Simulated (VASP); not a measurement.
# Hf in VASP: further runs

The runs below take Hf through single point, relaxation of cell and atoms, with PBE, BLYP, PBE0.

Program: VASP 6.6.1. These are calculated values, not measurements. Logs are shortened: lines on timing, memory, paths and dates and some standing lists are left out, and cuts for length are marked.

### Step 1. The cell of the first run

Symmetry: Im-3m, No. 229, cubic system. Conventional cell: a = 3.610 Å, b = 3.610 Å, c = 3.610 Å, α = 90.00°, β = 90.00°, γ = 90.00°. Within 4.1 Å of Hf (site symmetry m-3m) lie 14 Hf at 3.13 to 3.61 Å.

### Step 2. Single point, PBE

Contents of INCAR:

```
SYSTEM = Hf
PREC     = Accurate       ! precision mode
ENCUT    = 500            ! plane-wave cutoff, eV
EDIFF    = 1E-6           ! SCF threshold, eV
ISMEAR   = 0              ! smearing method
SIGMA    = 0.022          ! smearing width, eV
LREAL    = .FALSE.        ! projectors in reciprocal space
LASPH    = .TRUE.         ! aspherical terms in the spheres
NELM     = 120            ! most SCF steps
ALGO     = Normal         ! electronic algorithm
ISIF     = 2              ! what is computed and relaxed
LWAVE    = .FALSE.        ! write WAVECAR
LCHARG   = .FALSE.        ! write CHGCAR
GGA      = PE             ! functional
NBANDS   = 11             ! bands
GGA_COMPAT= .FALSE.
```

Contents of KPOINTS:

```
Automatic mesh
0
G
  10 10 10
  0 0 0
```

Contents of POSCAR:

```
Hf
1.0
   -1.8050000000      1.8050000000      1.8050000000
    1.8050000000     -1.8050000000      1.8050000000
    1.8050000000      1.8050000000     -1.8050000000
Hf
1
Direct
    0.0000000000      0.0000000000      0.0000000000
```

Potentials or basis: VASP PAW PBE potentials, release 64 (Hf_pv).

On the command line:

```sh
$ cat potpaw_PBE.64/Hf_pv/POTCAR > POTCAR
$ mpirun -np 1 vasp_std > vasp.out
```

OUTCAR:

```text
SYSTEM = Hf
   PREC = Accurate
   ENCUT = 500
   EDIFF = 1E-6
   ISMEAR = 0
   LREAL = .FALSE.
   LASPH = .TRUE.
   NELM = 120
   ISIF = 2
   GGA = PE

 ion  position               nearest neighbor table
   1  0.000  0.000  0.000-

  LATTYP: Found a body centered cubic cell.
 ALAT       =     3.6100000000

  Lattice vectors:

 A1 = (  -1.8050000000,   1.8050000000,   1.8050000000)
 A2 = (   1.8050000000,  -1.8050000000,   1.8050000000)
 A3 = (   1.8050000000,   1.8050000000,  -1.8050000000)

Analysis of symmetry for initial positions (statically):
=====================================================================
 Subroutine PRICEL returns:
 Original cell was already a primitive cell.

 Routine SETGRP: Setting up the symmetry group for a
 body centered cubic supercell.

 Subroutine GETGRP returns: Found 48 space group operations
[... 9 lines left out ...]

 Routine SETGRP: Setting up the symmetry group for a
 body centered cubic supercell.

 Subroutine GETGRP returns: Found 48 space group operations
[... 11 lines left out ...]
                                     Primitive cell

  volume of cell :      23.5229

  direct lattice vectors                    reciprocal lattice vectors
    -1.805000000  1.805000000  1.805000000     0.000000000  0.277008310  0.277008310
     1.805000000 -1.805000000  1.805000000     0.277008310  0.000000000  0.277008310
     1.805000000  1.805000000 -1.805000000     0.277008310  0.277008310  0.000000000

  length of vectors
     3.126351708  3.126351708  3.126351708     0.391748909  0.391748909  0.391748909

  position of ions in fractional coordinates (direct lattice)
     0.000000000  0.000000000  0.000000000

  ion indices of the primitive-cell ions
   primitive index   ion index
                 1           1

----------------------------------------------------------------------------------------

 KPOINTS: Automatic mesh

Automatic generation of k-mesh.
 Grid dimensions read from file:
 generate k-points for:   10   10   10

 Generating k-lattice:

  Cartesian coordinates                     Fractional coordinates (reciprocal lattice)
     0.000000000  0.027700831  0.027700831     0.100000000  0.000000000  0.000000000
     0.027700831  0.000000000  0.027700831     0.000000000  0.100000000  0.000000000
     0.027700831  0.027700831  0.000000000     0.000000000  0.000000000  0.100000000

[... 52 lines left out ...]
   LSORBIT =      F    spin-orbit coupling
   LASPH  =      T    aspherical Exc in radial PAW
   ENCUT  =  500.0 eV  36.75 Ry    6.06 a.u.   5.70  5.70  5.70*2*pi/ulx,y,z
   NELM   =    120;   NELMIN=  2; NELMDL= -5     # of ELM steps
   EDIFF  = 0.1E-05   stopping-criterion for ELM
   LREAL  =      F    real-space projection
   EDIFFG = 0.1E-04   stopping-criterion for IOM
   NSW    =      0    number of steps for IOM
   IBRION =     -1    ionic relax: 0-MD 1-quasi-New 2-CG
   NFREE  =      0    steps in history (QN), initial steepest desc. (CG)
   ISIF   =      2    stress and relaxation
   ISYM   =      2    0-nonsym 1-usesym 2-fastsym
   POTIM  = 0.5000    time-step for ionic-motion
   TEBEG  =    0.0;   TEEND  =   0.0 temperature during run
   PSTRESS=    0.0 pullay stress
   NELECT =      10.0000    total number of electrons
   NUPDOWN=      -1.0000    fix difference up-down
   EMIN   =  10.00;   EMAX   =-10.00  energy-range for DOS
   EFERMI =   0.00;   METHOD = LEGACY
   ISMEAR =     0;   SIGMA  =   0.02  broadening in eV -4-tet -1-fermi 0-gaus
   EFERMI_NEDOS =   21; number of points for ismear=-14 and -15
   IALGO  =     38    algorithm
   IMIX   =      4    mixing-type and parameters
     AMIX     =   0.40;   BMIX     =  1.00
     AMIX_MAG =   1.60;   BMIX_MAG =  1.00
  volume/ion in A,a.u.               =      23.52       158.74
  Fermi-wavevector in a.u.,A,eV,Ry     =   1.230961  2.326179 20.616432  1.515265
  Thomas-Fermi vector in A             =   2.365789
   LORBIT       =      0    0 simple, 1 ext, 2 COOP (PROOUT), +10 PAW based schemes
   GGA     = PE    functional components
   LHFCALC =     F    Hartree Fock is set to
   AEXX    =    0.0000 exact exchange contribution
   IVDW    =     0    specifies the selected vdW correction
   LEPSILON=     F    determine dielectric tensor
   LRPA    =     F    only Hartree local field effects (RPA)
 non-spin polarized calculation
 Gauss-broadening in eV      SIGMA  =   0.02
  energy-cutoff  :      500.00
  volume of cell :       23.52
 maximum number of plane-waves:       616
   NGX = 11   NGY = 11   NGZ = 11

 number of electron      10.0000001 magnetization

 Free energy of the ion-electron system (eV)
  ---------------------------------------------------
  ext. energy  EPLUGINS =         0.00000000
  ---------------------------------------------------
  free energy    TOTEN  =        -9.72462008 eV

  energy without entropy =       -9.72404300  energy(sigma->0) =       -9.72433154

 E-fermi :   4.2519     XC(G=0): -11.0587

 val. band max:        4.2477705407   @ k =   0.3000   0.2000  -0.0000
 cond. band min:       4.3037859869   @ k =  -0.4000   0.4000   0.1000
 fundamental gap:      0.0560154462
 Fermi energy:         4.2518707625

 k-point     1 :       0.0000    0.0000    0.0000
  band No.  band energies     occupation
      1     -25.7918      2.00000
      2     -25.7918      2.00000
      3     -25.7918      2.00000
      4      -2.6289      2.00000
      5       5.7279      0.00000
      6       5.7279      0.00000
      7       5.7279      0.00000
      8       8.3649      0.00000
      9       8.3649      0.00000
     10      17.2905      0.00000
     11      17.2905      0.00000
[... 309 lines left out ...]
 k-point    24 :      -0.3000    0.3000    0.1000
  band No.  band energies     occupation
      1     -26.2424      2.00000
      2     -25.9655      2.00000
      3     -25.8453      2.00000
      4       0.1980      2.00000
      5       4.4719      0.00000
      6       4.6879      0.00000
      7       7.1110      0.00000
      8       8.4764      0.00000
      9       9.0942      0.00000
     10      15.9415      0.00000
     11      17.3166      0.00000

 [... further k-points ...]
[... 5 lines left out ...]
  --------------------------------------------------------------------------------------
  -------------------------------------------------------------------------------------
  Total       -0.7854844     -0.7854844     -0.7854844      0.0000000      0.0000000      0.0000000
  in kB      -53.5003365    -53.5003365    -53.5003365      0.0000000      0.0000000      0.0000000
  external PRESSURE =     -53.5003365 kB  Pullay stress =       0.0000000 kB

 VOLUME and BASIS-vectors are now :
 -----------------------------------------------------------------------------
  energy-cutoff  :      500.00
  volume of cell :       23.52
      direct lattice vectors                 reciprocal lattice vectors
    -1.805000000  1.805000000  1.805000000     0.000000000  0.277008310  0.277008310
     1.805000000 -1.805000000  1.805000000     0.277008310  0.000000000  0.277008310
     1.805000000  1.805000000 -1.805000000     0.277008310  0.277008310  0.000000000

 POSITION                                       TOTAL-FORCE (eV/Angst)
 -----------------------------------------------------------------------------------
      0.00000      0.00000      0.00000        -0.000000      0.000000     -0.000000
 -----------------------------------------------------------------------------------
    total drift:                                0.000000     -0.000000     -0.000000

  FREE ENERGIE OF THE ION-ELECTRON SYSTEM (eV)
  ---------------------------------------------------
  free  energy   TOTEN  =        -9.7246200825 eV

  energy  without entropy=       -9.7240429976  energy(sigma->0) =       -9.72433154
```

stdout:

```text
POSCAR found type information on POSCAR Hf
 POSCAR found :  1 types and       1 ions
 scaLAPACK will be used
 LDA part: xc-table for (Slater+PW92), standard interpolation
 POSCAR, INCAR and KPOINTS ok, starting setup
 FFT: planning ... GRIDC
 FFT: planning ... GRID_SOFT
 FFT: planning ... GRID
 WAVECAR not read
 entering main loop
```

It took 11 s on 1 thread of AMD EPYC 7R43 (Zen 3), shared host; peak memory 0.11 GiB.

What came out:

```yaml
Free_energy: -9.7246 eV
Pressure: -5.4 GPa
Band_gap_on_the_k_mesh: zero (band 5 reaches 5.73 eV, above the bottom of band 6 at 3.54 eV)
```

Levels at points of the mesh, in eV from the Fermi level:
```csv
k point,band 1,band 2,band 3,band 4,band 5,band 6,band 7,band 8,band 9,band 10
"(0.00, 0.00, 0.00)",-30.04,-30.04,-30.04,-6.88,1.48,1.48,1.48,4.11,4.11,13.04
"(0.50, 0.00, 0.00)",-30.73,-30.27,-30.05,-3.23,-0.42,0.88,3.92,4.87,7.16,9.49
"(0.50, 0.50, 0.50)",-30.53,-30.53,-30.53,-2.37,-2.37,6.39,6.39,6.39,6.83,6.83
```

Caveat: spin-orbit coupling is left out, which moves the levels of the heavy elements.

### Step 3. Single point, PBE

Contents of INCAR:

```
ALGO = Normal
EDIFF = 1E-6
ENCUT = 500
GGA = PE
GGA_COMPAT = F
ISIF = 2
ISMEAR = 0
LASPH = T
LCHARG = F
LREAL = F
LWAVE = F
NBANDS = 11
NELM = 120
PREC = Accurate
SIGMA = 0.023
```

Contents of KPOINTS:

```
k-points
0
Gamma
  10 10 10
```

POSCAR is that of step 2.

Potentials or basis: VASP PAW PBE potentials, release 64 (Hf_pv).

On the command line:

```sh
$ cat potpaw_PBE.64/Hf_pv/POTCAR > POTCAR
$ mpirun -np 1 vasp_std > vasp.out
```

It took 12 s on 1 thread of AMD EPYC 7R43 (Zen 3), shared host; peak memory 0.11 GiB.

It converged, with:

| Property | Result |
| --- | --- |
| Free energy | -9.7246 eV |
| Pressure | -5.3 GPa |
| Band gap on the k mesh | zero (band 5 reaches 5.73 eV, above the bottom of band 6 at 3.54 eV) |

Levels at points of the mesh, in eV from the Fermi level:
```csv
k point,band 1,band 2,band 3,band 4,band 5,band 6,band 7,band 8,band 9,band 10
"(0.00, 0.00, 0.00)",-30.04,-30.04,-30.04,-6.88,1.48,1.48,1.48,4.11,4.11,13.04
"(0.50, 0.00, 0.00)",-30.73,-30.27,-30.05,-3.23,-0.42,0.88,3.92,4.87,7.16,9.49
"(0.50, 0.50, 0.50)",-30.53,-30.53,-30.53,-2.37,-2.37,6.39,6.39,6.39,6.83,6.83
```

Caveat: spin-orbit coupling is left out, which moves the levels of the heavy elements.

### Step 4. Single point, BLYP, non-collinear spin, zero start, spin-orbit coupling (the cell strained at random)

Contents of INCAR:

```
SYSTEM = Hf
AGGAC = 1.0 ; AGGAX = 1.0
ALDAC = 0.0 ; ALDAX = 1.0
ALGO = Normal ; EDIFF = 1E-6
ENCUT = 520 ; GGA = B5
GGA_COMPAT = .False. ; ISIF = 2
ISMEAR = -1 ; LASPH = .True.
LCHARG = .False. ; LMAXMIX = 4
LORBIT = 11 ; LORBMOM = .True.
LREAL = .False. ; LSORBIT = .True.
LWAVE = .False. ; MAGMOM = 0 0 0
NBANDS = 21 ; NELM = 150
PREC = Accurate ; SIGMA = 0.1
```

Contents of KPOINTS:

```
k-points
0
Gamma
  7 7 7
  0 0 0
```

Contents of POSCAR:

```
Hf
1.0
   -1.8385930000      1.8598650000      1.8337790000
    1.8210430000     -1.8028630000      1.7592260000
    1.7966730000      1.7609430000     -1.7767760000
Hf
1
Direct
    0.0037960000     -0.0016420000     -0.0075240000
```

On the command line:

```sh
$ cat potpaw_PBE.64/Hf_pv/POTCAR > POTCAR
$ mpirun -np 1 vasp_ncl > vasp.out
```

Run time: 2.7 min. Hardware: 1 thread of AMD EPYC 7R43 (Zen 3), shared host; peak memory 0.24 GiB.

The run converged. Its results:

| Item | Value |
| --- | --- |
| Free energy | -9.1527 eV |
| Pressure | -1.7 GPa |
| Net moment | 0.00 μB per cell |
| Valence electrons inside the program's atomic spheres | Hf 8.36 |

Stress tensor (GPa, compression positive):
```
-1.55  0.94  0.46
 0.94 -1.69 -1.19
 0.46 -1.19 -1.83
```

Moments on the atoms (μB; x, y, z):
```
Hf  0.00 0.00 0.00
```

Caveat: the cell differs from its parent crystal (the cell strained at random); the PAW data sets were made with another functional, which shifts forces and pressure a little.

### Step 5. Relaxation of cell and atoms, PBE0

Contents of POSCAR:

```
Hf
1.0
   -1.8050000000      1.8050000000      1.8050000000
    1.8050000000     -1.8050000000      1.8050000000
    1.8050000000      1.8050000000     -1.8050000000
Hf
1
Direct
    0.0000000000      0.0000000000      0.0000000000
```

Contents of INCAR.step1:

```
SYSTEM = Hf
PREC = Accurate ; ENCUT = 600
EDIFF = 1E-5 ; ISMEAR = -1
SIGMA = 0.05 ; LREAL = .FALSE.
LASPH = .TRUE. ; NELM = 60
ALGO = Normal ; LWAVE = .TRUE.
LCHARG = .FALSE. ; GGA = PE
NBANDS = 11
```

Contents of INCAR.step2:

```
SYSTEM = Hf
PREC = Accurate ; ENCUT = 600
EDIFF = 1E-7 ; ISMEAR = -1
SIGMA = 0.05 ; LREAL = .FALSE.
LASPH = .TRUE. ; NELM = 60
ALGO = Normal ; ISIF = 3
LWAVE = .FALSE. ; LCHARG = .FALSE.
GGA = PE ; LHFCALC = .TRUE.
AEXX = 0.25 ; PRECFOCK = Normal
IBRION = 2 ; NSW = 60
EDIFFG = -0.01 ; ISTART = 1
```

Contents of KPOINTS:

```
Automatic mesh
0
G
  5 5 5
  0 0 0
```

Potentials or basis: VASP PAW PBE potentials, release 64 (Hf_pv).

On the command line:

```sh
$ cat potpaw_PBE.64/Hf_pv/POTCAR > POTCAR
$ cp INCAR.step1 INCAR
$ mpirun -np 1 vasp_std > vasp.out
$ cp INCAR.step2 INCAR
$ mpirun -np 1 vasp_std > vasp.out
```

OUTCAR:

```text
SYSTEM = Hf
   PREC = Accurate
   ENCUT = 600
   EDIFF = 1E-7
   ISMEAR = -1
   LREAL = .FALSE.
   LASPH = .TRUE.
   NELM = 60
   ISIF = 3
   GGA = PE
   LHFCALC = .TRUE.
   AEXX = 0.25
   PRECFOCK = Normal
   IBRION = 2
   NSW = 60
   EDIFFG = -0.01
   ISTART = 1

 ion  position               nearest neighbor table
   1  0.000  0.000  0.000-

  LATTYP: Found a body centered cubic cell.
 ALAT       =     3.6100000000

  Lattice vectors:

 A1 = (  -1.8050000000,   1.8050000000,   1.8050000000)
 A2 = (   1.8050000000,  -1.8050000000,   1.8050000000)
 A3 = (   1.8050000000,   1.8050000000,  -1.8050000000)

Analysis of symmetry for initial positions (statically):
=====================================================================
 Subroutine PRICEL returns:
 Original cell was already a primitive cell.

 Routine SETGRP: Setting up the symmetry group for a
 body centered cubic supercell.

 Subroutine GETGRP returns: Found 48 space group operations
[... 9 lines left out ...]

 Routine SETGRP: Setting up the symmetry group for a
 body centered cubic supercell.

[... 131 lines left out ...]
 NGX is ok and might be reduce to    28
  NGX = 20; NGY = 20; NGZ = 20

--------------------------------------- Ionic step        1  -------------------------------------------

 number of electron       9.9999999 magnetization

 Free energy of the ion-electron system (eV)
  ---------------------------------------------------
  ext. energy  EPLUGINS =         0.00000000
  ---------------------------------------------------
  free energy    TOTEN  =       -11.97211440 eV

  energy without entropy =      -11.95839528  energy(sigma->0) =      -11.96525484

------------------------ aborting loop because EDIFF is reached ----------------------------------------

  FORCE on cell =-STRESS in cart. coord.  units (eV):
  Direction    XX          YY          ZZ          XY          YZ          ZX
  --------------------------------------------------------------------------------------
  -------------------------------------------------------------------------------------
  Total       -1.2099551     -1.2099551     -1.2099551      0.0000000      0.0000000     -0.0000000
  in kB      -82.4115798    -82.4115798    -82.4115798      0.0000000      0.0000000     -0.0000000
  external PRESSURE =     -82.4115798 kB  Pullay stress =       0.0000000 kB
[... 92 lines left out ...]
--------------------------------------- Ionic step        4  -------------------------------------------

 number of electron      10.0000001 magnetization

 Free energy of the ion-electron system (eV)
  ---------------------------------------------------
  ext. energy  EPLUGINS =         0.00000000
  ---------------------------------------------------
  free energy    TOTEN  =       -12.02022274 eV

  energy without entropy =      -12.00697649  energy(sigma->0) =      -12.01359961

 E-fermi :   4.6404     XC(G=0):  -8.9771

 val. band max:        4.1139680215   @ k =   0.4000   0.0000   0.0000
 cond. band min:       4.6487201492   @ k =   0.4000   0.2000   0.0000
 fundamental gap:      0.5347521276
 Fermi energy:         4.6403698153

 k-point     1 :       0.0000    0.0000    0.0000
  band No.  band energies     occupation
      1     -27.7406      2.00000
      2     -27.7406      2.00000
      3     -27.7406      2.00000
      4      -3.9309      2.00000
      5       7.2324      0.00000
      6       7.2324      0.00000
      7       7.2324      0.00000
      8      10.2246      0.00000
      9      10.2246      0.00000
[... 134 lines left out ...]
  FREE ENERGIE OF THE ION-ELECTRON SYSTEM (eV)
  ---------------------------------------------------
  free  energy   TOTEN  =       -12.0202227372 eV

  energy  without entropy=      -12.0069764887  energy(sigma->0) =      -12.01359961

 reached required accuracy - stopping structural energy minimisation
```

It took 14 min on 1 thread of Intel Xeon Platinum 8488C (Sapphire Rapids), shared host; peak memory 0.18 GiB.

What came out:

* Free energy: -12.0202 eV
* Relaxed volume: 21.78 Å³/atom
* Relaxed cell: a = 3.047 Å, b = 3.047 Å, c = 3.047 Å, α = 109.47°, β = 109.47°, γ = 109.47°
* Space group after relaxing (to 0.05 Å): Im-3m (No. 229)
* Energy gained by relaxing: 48.1 meV/atom
* Ionic steps: 4
* Pressure after relaxing: 0.0 GPa
* Band gap on the k mesh: zero (band 5 reaches 7.23 eV, above the bottom of band 6 at 3.35 eV)

The path:
```tsv
step	energy change (eV)	largest force (eV/Å)	pressure (GPa)	volume (Å³)
1	0.0000	0.0000	-8.24	23.52
2	0.0463	0.0000	15.41	19.64
3	-0.0481	0.0000	-0.23	21.81
4	-0.0481	0.0000	-0.05	21.78
```

Final structure:
```yaml
crystal:
  lattice:
    - [-1.75915, 1.75915, 1.75915]
    - [1.75915, -1.75915, 1.75915]
    - [1.75915, 1.75915, -1.75915]
  atoms:
    - { symbol: Hf, position: [0.00000, 0.00000, 0.00000] }
```

Levels at points of the mesh, in eV from the Fermi level:
| k point | band 2 | band 3 | band 4 | band 5 | band 6 | band 7 | band 8 | band 9 |
| --- | --- | --- | --- | --- | --- | --- | --- | --- |
| (0.00, 0.00, 0.00) | -32.38 | -32.38 | -8.57 | 2.59 | 2.59 | 2.59 | 5.58 | 5.58 |

Caveat: the k points lie up to 0.51 Å⁻¹ apart in the final cell; the PAW data sets were made with another functional, which shifts forces and pressure a little; spin-orbit coupling is left out, which moves the levels of the heavy elements.

### Step 6. Overview

| task | level | spin | cell | k mesh | cutoff (eV) | smearing | grid for exact exchange (PRECFOCK) | gap on the mesh (eV) | pressure (GPa) |
| --- | --- | --- | --- | --- | --- | --- | --- | --- | --- |
| single point | PBE | off | a = 3.126 Å, angles 109.5°, 1 atom | 10 × 10 × 10 | 500 | gaussian 0.022 eV | - | none | -5.4 |
| single point | PBE | off | a = 3.126 Å, angles 109.5°, 1 atom | 10 × 10 × 10 | 500 | gaussian 0.023 eV | - | none | -5.3 |
| single point | BLYP | non-collinear, zero start, SOC | a = 3.194, b = 3.108, c = 3.080 Å, angles 108.4, 109.5, 110.5°, 1 atom | 7 × 7 × 7 | 520 | fermi-dirac 0.1 eV | - | - | -1.7 |
| relaxation of cell and atoms | PBE0 | off | relaxed from a = 3.126 Å, angles 109.5°, 1 atom | 5 × 5 × 5 | 600 | fermi-dirac 0.05 eV | Normal | none | 0.0 |

Alike in all rows: potentials or basis VASP PAW PBE potentials, release 64 (Hf_pv).

Caveats: some runs use coarse meshes; spin-orbit coupling is left out, which moves the levels of the heavy elements (some runs); the PAW data sets were made with another functional, which shifts forces and pressure a little (some runs).

Total energies depend on the potentials used, so only differences within one code and one set of settings carry meaning.
